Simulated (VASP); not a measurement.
# ZnCu2SnS4 (I-4) in VASP: further runs

The runs below take ZnCu2SnS4 through single point, with r2SCAN.

Program: VASP 6.6.1. These are calculated values, not measurements. Logs are shortened: lines on timing, memory, paths and dates and some standing lists are left out, and cuts for length are marked.

## Step 1: The cell of the first run

The structure is tetragonal, space group I-4 (No. 82). Conventional cell: a = 5.303 Å, b = 5.303 Å, c = 10.602 Å, α = 90.00°, β = 90.00°, γ = 90.00°. Cu (site symmetry -4) has 4 S at 2.26 Å within 3.0 Å. Cu (site symmetry -4) has 4 S at 2.25 Å within 3.0 Å. Zn (site symmetry -4) has 4 S at 2.29 Å within 3.0 Å. Sn (site symmetry -4) has 4 S at 2.39 Å within 3.2 Å. Within 3.0 Å of S (site symmetry 1) lie 2 Cu at 2.25 to 2.26 Å and 1 Zn at 2.29 Å and 1 Sn at 2.39 Å.

## Step 2: Single point, r2SCAN (18.64 Å³/atom)

Input file POSCAR:

```
ZnCu2SnS4
1.0
   -2.6517228542      2.6517228542      5.3008246518
    2.6517228542     -2.6517228542      5.3008246518
    2.6517228542      2.6517228542     -5.3008246518
Cu Zn Sn S
2 1 1 4
Direct
    0.0000000000      0.0000000000      0.0000000000
    0.7500000000      0.2500000000      0.5000000000
    0.2500000000      0.7500000000      0.5000000000
    0.5000000000      0.5000000000      0.0000000000
    0.1065752453      0.6286969754      0.9935355563
    0.3713030246      0.3648385809      0.4778782699
    0.6351614191      0.1130396890      0.0064644437
    0.8869603110      0.8934247547      0.5221217301
```

Input file INCAR.step1:

```
SYSTEM = ZnCu2SnS4
PREC = Accurate ; ENCUT = 520
ISMEAR = 0 ; SIGMA = 0.01
LREAL = .FALSE. ; LASPH = .TRUE.
NELM = 80 ; NBANDS = 46
GGA = PE ; ALGO = Normal
EDIFF = 1E-4 ; LWAVE = .TRUE.
LCHARG = .FALSE.
```

Input file INCAR.step2:

```
SYSTEM = ZnCu2SnS4
PREC = Accurate ; ENCUT = 520
EDIFF = 1E-6 ; ISMEAR = 0
SIGMA = 0.01 ; LREAL = .FALSE.
LASPH = .TRUE. ; NELM = 80
ALGO = Normal ; ISIF = 2
LWAVE = .FALSE. ; LCHARG = .FALSE.
METAGGA = R2SCAN ; LMIXTAU = .TRUE.
NBANDS = 46 ; ISTART = 1
```

Input file KPOINTS:

```
Automatic mesh
0
G
  6 6 6
  0 0 0
```

Potentials or basis: VASP PAW PBE potentials, release 64 (Cu, Zn, Sn_d, S).

Launch:

```
$ cat potpaw_PBE.64/Cu/POTCAR potpaw_PBE.64/Zn/POTCAR potpaw_PBE.64/Sn_d/POTCAR potpaw_PBE.64/S/POTCAR > POTCAR
$ cp INCAR.step1 INCAR
$ mpirun -np 1 vasp_std > vasp.out
$ cp INCAR.step2 INCAR
$ mpirun -np 1 vasp_std > vasp.out
```

OUTCAR:

```text
SYSTEM = ZnCu2SnS4
   PREC = Accurate
   ENCUT = 520
   EDIFF = 1E-6
   ISMEAR = 0
   LREAL = .FALSE.
   LASPH = .TRUE.
   NELM = 80
   ISIF = 2
   METAGGA = R2SCAN
   ISTART = 1

 ion  position               nearest neighbor table
   1  0.000  0.000  0.000-   7 2.26   6 2.26   5 2.26   8 2.26
   2  0.750  0.250  0.500-   5 2.25   6 2.25   8 2.25   7 2.25
   3  0.250  0.750  0.500-   5 2.29   8 2.29   7 2.29   6 2.29
   4  0.500  0.500  0.000-   6 2.39   8 2.39   7 2.39   5 2.39
   5  0.107  0.629  0.994-   2 2.25   1 2.26   3 2.29   4 2.39
   6  0.371  0.365  0.478-   2 2.25   1 2.26   3 2.29   4 2.39
   7  0.635  0.113  0.006-   2 2.25   1 2.26   3 2.29   4 2.39
   8  0.887  0.893  0.522-   2 2.25   1 2.26   3 2.29   4 2.39

  LATTYP: Found a body centered tetragonal cell.
 ALAT       =     5.3034457084
 C/A-ratio  =     1.9990115647

  Lattice vectors:

 A1 = (  -2.6517228542,   2.6517228542,   5.3008246518)
 A2 = (   2.6517228542,  -2.6517228542,   5.3008246518)
 A3 = (   2.6517228542,   2.6517228542,  -5.3008246518)

Analysis of symmetry for initial positions (statically):
=====================================================================
 Subroutine PRICEL returns:
 Original cell was already a primitive cell.

 Routine SETGRP: Setting up the symmetry group for a
 body centered tetragonal supercell.

 Subroutine GETGRP returns: Found  4 space group operations
 (whereof  4 operations were pure point group operations)
 out of a pool of 16 trial point group operations.

The static configuration has the point symmetry S_4 .

Analysis of symmetry for dynamics (positions and initial velocities):
=====================================================================
 Subroutine PRICEL returns:
 Original cell was already a primitive cell.

 Routine SETGRP: Setting up the symmetry group for a
 body centered tetragonal supercell.

 Subroutine GETGRP returns: Found  4 space group operations
 (whereof  4 operations were pure point group operations)
 out of a pool of 16 trial point group operations.

The dynamic configuration has the point symmetry S_4 .

 Subroutine INISYM returns: Found  4 space group operations
 (whereof  4 operations are pure point group operations),
 and found     1 'primitive' translations

----------------------------------------------------------------------------------------

                                     Primitive cell

  volume of cell :     149.0938

  direct lattice vectors                    reciprocal lattice vectors
    -2.651722854  2.651722854  5.300824652     0.000000000  0.188556658  0.094324946
     2.651722854 -2.651722854  5.300824652     0.188556658  0.000000000  0.094324946
     2.651722854  2.651722854 -5.300824652     0.188556658  0.188556658  0.000000000

  length of vectors
     6.493228025  6.493228025  6.493228025     0.210833605  0.210833605  0.266659383

  position of ions in fractional coordinates (direct lattice)
     0.000000000  0.000000000  0.000000000
     0.750000000  0.250000000  0.500000000
     0.250000000  0.750000000  0.500000000
     0.500000000  0.500000000  0.000000000
     0.106575245  0.628696975  0.993535556
     0.371303025  0.364838581  0.477878270
     0.635161419  0.113039689  0.006464444
     0.886960311  0.893424755  0.522121730

  ion indices of the primitive-cell ions
   primitive index   ion index
                 1           1
                 2           2
                 3           3
                 4           4
                 5           5
                 6           6
                 7           7
                 8           8

----------------------------------------------------------------------------------------

 KPOINTS: Automatic mesh

Automatic generation of k-mesh.
 Grid dimensions read from file:
 generate k-points for:    6    6    6

 Generating k-lattice:

  Cartesian coordinates                     Fractional coordinates (reciprocal lattice)
     0.000000000  0.031426110  0.015720824     0.166666667  0.000000000  0.000000000
     0.031426110  0.000000000  0.015720824     0.000000000  0.166666667  0.000000000
     0.031426110  0.031426110  0.000000000     0.000000000  0.000000000  0.166666667

  Length of vectors
     0.035138934  0.035138934  0.044443231

  Shift w.r.t. Gamma in fractional coordinates (k-lattice)
     0.000000000  0.000000000  0.000000000

 Subroutine IBZKPT returns following result:
 ===========================================

 Found     36 irreducible k-points:

 Following reciprocal coordinates:
            Coordinates               Weight
  0.000000  0.000000  0.000000      1.000000
  0.166667  0.000000 -0.000000      8.000000
  0.333333  0.000000 -0.000000      8.000000
  0.500000  0.000000 -0.000000      4.000000
  0.166667  0.166667 -0.000000      8.000000
  0.333333  0.166667 -0.000000      8.000000
[... 16 lines left out ...]
  0.333333 -0.333333  0.166667      4.000000
 -0.166667  0.333333  0.166667      8.000000
 [... further k-points ...]
   k-points           NKPTS =     36   k-points in BZ     NKDIM =     36   number of bands    NBANDS=     46
   number of dos      NEDOS =    301   number of ions     NIONS =      8
   total plane-waves  NPLWV = 110592
   dimension x,y,z NGX =    48 NGY =   48 NGZ =   48
   dimension x,y,z NGXF=    96 NGYF=   96 NGZF=   96
   ions per type =               2   1   1   4
   NGX,Y,Z   is equivalent  to a cutoff of  12.29, 12.29, 12.29 a.u.
   NGXF,Y,Z  is equivalent  to a cutoff of  24.58, 24.58, 24.58 a.u.
 SYSTEM =  ZnCu2SnS4
   PREC   = accura    normal or accurate (medium, high low for compatibility)
   ISTART =      1    job   : 0-new  1-cont  2-samecut
   ICHARG =      0    charge: 1-file 2-atom 10-const
   ISPIN  =      1    spin polarized calculation?
   LNONCOLLINEAR =      F non collinear calculations
   LSORBIT =      F    spin-orbit coupling
   LASPH  =      T    aspherical Exc in radial PAW
   ENCUT  =  520.0 eV  38.22 Ry    6.18 a.u.  12.07 12.07 12.07*2*pi/ulx,y,z
   NELM   =     80;   NELMIN=  2; NELMDL=  0     # of ELM steps
   EDIFF  = 0.1E-05   stopping-criterion for ELM
   LREAL  =      F    real-space projection
   EDIFFG = 0.1E-04   stopping-criterion for IOM
   NSW    =      0    number of steps for IOM
   IBRION =     -1    ionic relax: 0-MD 1-quasi-New 2-CG
   NFREE  =      0    steps in history (QN), initial steepest desc. (CG)
   ISIF   =      2    stress and relaxation
   ISYM   =      2    0-nonsym 1-usesym 2-fastsym
   POTIM  = 0.5000    time-step for ionic-motion
   TEBEG  =    0.0;   TEEND  =   0.0 temperature during run
   PSTRESS=    0.0 pullay stress
   NELECT =      72.0000    total number of electrons
   NUPDOWN=      -1.0000    fix difference up-down
   EMIN   =  10.00;   EMAX   =-10.00  energy-range for DOS
   EFERMI =   0.00;   METHOD = LEGACY
   ISMEAR =     0;   SIGMA  =   0.01  broadening in eV -4-tet -1-fermi 0-gaus
   EFERMI_NEDOS =   21; number of points for ismear=-14 and -15
   IALGO  =     38    algorithm
   IMIX   =      4    mixing-type and parameters
     AMIX     =   0.40;   BMIX     =  1.00
     AMIX_MAG =   1.60;   BMIX_MAG =  1.00
  volume/ion in A,a.u.               =      18.64       125.77
  Fermi-wavevector in a.u.,A,eV,Ry     =   1.284396  2.427157 22.445181  1.649674
  Thomas-Fermi vector in A             =   2.416593
   LORBIT       =      0    0 simple, 1 ext, 2 COOP (PROOUT), +10 PAW based schemes
   METAGGA = R2SCAN    functional components
   LHFCALC =     F    Hartree Fock is set to
   AEXX    =    0.0000 exact exchange contribution
   IVDW    =     0    specifies the selected vdW correction
   LEPSILON=     F    determine dielectric tensor
   LRPA    =     F    only Hartree local field effects (RPA)
 non-spin polarized calculation
 Gauss-broadening in eV      SIGMA  =   0.01
  energy-cutoff  :      520.00
  volume of cell :      149.09
 maximum number of plane-waves:      4044
   NGX = 25   NGY = 25   NGZ = 25

 number of electron      72.0000031 magnetization

 Free energy of the ion-electron system (eV)
  ---------------------------------------------------
  ext. energy  EPLUGINS =         0.00000000
  ---------------------------------------------------
  free energy    TOTEN  =       -91.78945198 eV

  energy without entropy =      -91.78945198  energy(sigma->0) =      -91.78945198

 E-fermi :   5.6277     XC(G=0): -10.8006

 val. band max:        5.5651942989   @ k =   0.0000   0.0000   0.0000
 cond. band min:       6.3279581051   @ k =   0.0000   0.0000   0.0000
 fundamental gap:      0.7627638063
 Fermi energy:         5.6276965366

 k-point     1 :       0.0000    0.0000    0.0000
  band No.  band energies     occupation
      1     -17.6136      2.00000
      2     -17.6088      2.00000
      3     -17.6088      2.00000
      4     -17.4867      2.00000
      5     -17.4804      2.00000
      6     -10.1685      2.00000
[... 38 lines left out ...]
     45      11.2429      0.00000
     46      11.9652      0.00000

 k-point     2 :       0.1667    0.0000   -0.0000
  band No.  band energies     occupation
      1     -17.6138      2.00000
      2     -17.6090      2.00000
      3     -17.6088      2.00000
      4     -17.4865      2.00000
      5     -17.4803      2.00000
      6     -10.0609      2.00000
[... 38 lines left out ...]
     45      11.3897      0.00000
     46      11.8055      0.00000

 k-point     3 :       0.3333    0.0000   -0.0000
  band No.  band energies     occupation
      1     -17.6143      2.00000
      2     -17.6094      2.00000
      3     -17.6088      2.00000
      4     -17.4861      2.00000
      5     -17.4801      2.00000
      6      -9.7670      2.00000
[... 38 lines left out ...]
     45      11.8238      0.00000
     46      12.1334      0.00000

 k-point     4 :       0.5000    0.0000   -0.0000
  band No.  band energies     occupation
      1     -17.6145      2.00000
      2     -17.6096      2.00000
      3     -17.6088      2.00000
      4     -17.4859      2.00000
      5     -17.4799      2.00000
      6      -9.4849      2.00000
[... 920 lines left out ...]
     45      11.8961      0.00000
     46      12.1283      0.00000

 k-point    23 :       0.3333   -0.3333    0.1667
  band No.  band energies     occupation
      1     -17.6148      2.00000
      2     -17.6097      2.00000
      3     -17.6090      2.00000
      4     -17.4856      2.00000
      5     -17.4799      2.00000
      6      -9.4623      2.00000
[... 38 lines left out ...]
     45      11.9845      0.00000
     46      12.2459      0.00000

 k-point    24 :      -0.1667    0.3333    0.1667
  band No.  band energies     occupation
      1     -17.6145      2.00000
      2     -17.6096      2.00000
      3     -17.6088      2.00000
      4     -17.4859      2.00000
      5     -17.4800      2.00000
      6      -9.5058      2.00000
[... 38 lines left out ...]
     45      11.9084      0.00000
     46      12.3472      0.00000

 [... further k-points ...]

------------------------ aborting loop because EDIFF is reached ----------------------------------------

  FORCE on cell =-STRESS in cart. coord.  units (eV):
  Direction    XX          YY          ZZ          XY          YZ          ZX
  --------------------------------------------------------------------------------------
  -------------------------------------------------------------------------------------
  Total        5.2675286      5.2675286      5.2773008     -0.0000050      0.0000000      0.0000000
  in kB       56.6053911     56.6053911     56.7104036     -0.0000541      0.0000000      0.0000000
  external PRESSURE =      56.6403952 kB  Pullay stress =       0.0000000 kB

 VOLUME and BASIS-vectors are now :
 -----------------------------------------------------------------------------
  energy-cutoff  :      520.00
  volume of cell :      149.09
      direct lattice vectors                 reciprocal lattice vectors
    -2.651722854  2.651722854  5.300824652     0.000000000  0.188556658  0.094324946
     2.651722854 -2.651722854  5.300824652     0.188556658  0.000000000  0.094324946
     2.651722854  2.651722854 -5.300824652     0.188556658  0.188556658  0.000000000

 POSITION                                       TOTAL-FORCE (eV/Angst)
 -----------------------------------------------------------------------------------
      0.00000      0.00000      0.00000        -0.000000     -0.000000      0.000000
      0.00000      2.65172      2.65041        -0.000000     -0.000000     -0.000000
      2.65172      0.00000      2.65041        -0.000000     -0.000000      0.000000
      0.00000      0.00000      5.30082        -0.000000     -0.000000     -0.000000
      4.01910      1.25006     -1.36901         0.090050     -0.121350     -0.082253
      1.25006      1.28434      1.36901        -0.121350     -0.090050      0.082253
     -1.36738      1.40166      3.93182        -0.090050      0.121350     -0.082253
      1.40166      1.36738      6.66983         0.121350      0.090050      0.082253
 -----------------------------------------------------------------------------------
    total drift:                                0.000580      0.000580     -0.000178

  FREE ENERGIE OF THE ION-ELECTRON SYSTEM (eV)
  ---------------------------------------------------
  free  energy   TOTEN  =       -91.7894519808 eV

  energy  without entropy=      -91.7894519808  energy(sigma->0) =      -91.78945198
```

Wall time 22 min (1 thread of Intel Xeon 8259CL, shared host); peak memory 0.53 GiB.

What came out:

```yaml
Free_energy: -91.7895 eV
Pressure: 5.7 GPa
Largest_force: 0.172 eV/Å
Band_gap_on_the_k_mesh: 0.76 eV
```

Forces in eV/Å, atoms in the order of the input:
```
Cu   0.000  0.000  0.000
Cu   0.000  0.000  0.000
Zn   0.000  0.000  0.000
Sn   0.000  0.000  0.000
S    0.090 -0.121 -0.082
S   -0.121 -0.090  0.082
S   -0.090  0.121 -0.082
S    0.121  0.090  0.082
```

Caveat: the cell stands under pressure; semilocal functionals underestimate gaps, and a narrow one can read as zero; the PAW data sets were made with another functional, which shifts forces and pressure a little; spin-orbit coupling is left out, which moves the levels of the heavy elements.

## Step 3: Single point, r2SCAN (19.23 Å³/atom)

This run uses another cell than the first one, of 19.23 Å³/atom.

Changes to POSCAR since step 2:

```diff
@@ -2,5 +2,5 @@
 1.0
-   -2.6517228542      2.6517228542      5.3008246518
-    2.6517228542     -2.6517228542      5.3008246518
-    2.6517228542      2.6517228542     -5.3008246518
+   -2.6796377778      2.6796377778      5.3566269068
+    2.6796377778     -2.6796377778      5.3566269068
+    2.6796377778      2.6796377778     -5.3566269068
 Cu Zn Sn S
```

Input file INCAR.step1:

```
  PREC = Accurate
  ENCUT = 520
  ISMEAR = 0
  SIGMA = 0.01
  LREAL = False
  LASPH = True
  NELM = 80
  NBANDS = 46
  GGA = PE
  ALGO = Normal
  EDIFF = 1E-4
  LWAVE = True
  LCHARG = False
```

Input file INCAR.step2:

```
  PREC = Accurate
  ENCUT = 520
  EDIFF = 1E-6
  ISMEAR = 0
  SIGMA = 0.01
  LREAL = False
  LASPH = True
  NELM = 80
  ALGO = Normal
  ISIF = 2
  LWAVE = False
  LCHARG = False
  METAGGA = R2SCAN
  LMIXTAU = True
  NBANDS = 46
  ISTART = 1
```

Input file KPOINTS:

```
Automatic mesh
0
Gamma
  6 6 6
```

Potentials or basis: VASP PAW PBE potentials, release 64 (Cu, Zn, Sn_d, S).

Launch:

```
$ cat potpaw_PBE.64/Cu/POTCAR potpaw_PBE.64/Zn/POTCAR potpaw_PBE.64/Sn_d/POTCAR potpaw_PBE.64/S/POTCAR > POTCAR
$ cp INCAR.step1 INCAR
$ mpirun -np 1 vasp_std > vasp.out
$ cp INCAR.step2 INCAR
$ mpirun -np 1 vasp_std > vasp.out
```

Run time: 29 min. Hardware: 1 thread of Intel Xeon 8259CL, shared host; peak memory 0.54 GiB.

It converged, with:

| Quantity | Value |
| --- | --- |
| Free energy | -91.9123 eV |
| Pressure | 2.6 GPa |
| Largest force | 0.070 eV/Å |
| Band gap on the k mesh | 0.63 eV |

Forces on the atoms (eV/Å):
```
Cu   0.000  0.000  0.000
Cu   0.000  0.000  0.000
Zn   0.000  0.000  0.000
Sn   0.000  0.000  0.000
S    0.036 -0.050 -0.032
S   -0.050 -0.036  0.032
S   -0.036  0.050 -0.032
S    0.050  0.036  0.032
```

Levels at points of the mesh, in eV from the valence-band top:
| k point | band 34 | band 35 | band 36 | band 37 | band 38 | band 39 |
| --- | --- | --- | --- | --- | --- | --- |
| (0.00, 0.00, 0.00) | -0.07 | -0.07 | 0.00 | 0.63 | 2.13 | 3.14 |
| (0.50, 0.00, 0.00) | -1.21 | -1.10 | -0.54 | 2.00 | 3.41 | 3.63 |
| (0.50, 0.50, 0.00) | -0.76 | -0.56 | -0.45 | 0.98 | 2.73 | 3.49 |
| (0.50, 0.50, 0.50) | -1.15 | -0.94 | -0.94 | 1.58 | 2.18 | 2.18 |

Caveat: semilocal functionals underestimate gaps, and a narrow one can read as zero; the PAW data sets were made with another functional, which shifts forces and pressure a little; spin-orbit coupling is left out, which moves the levels of the heavy elements.
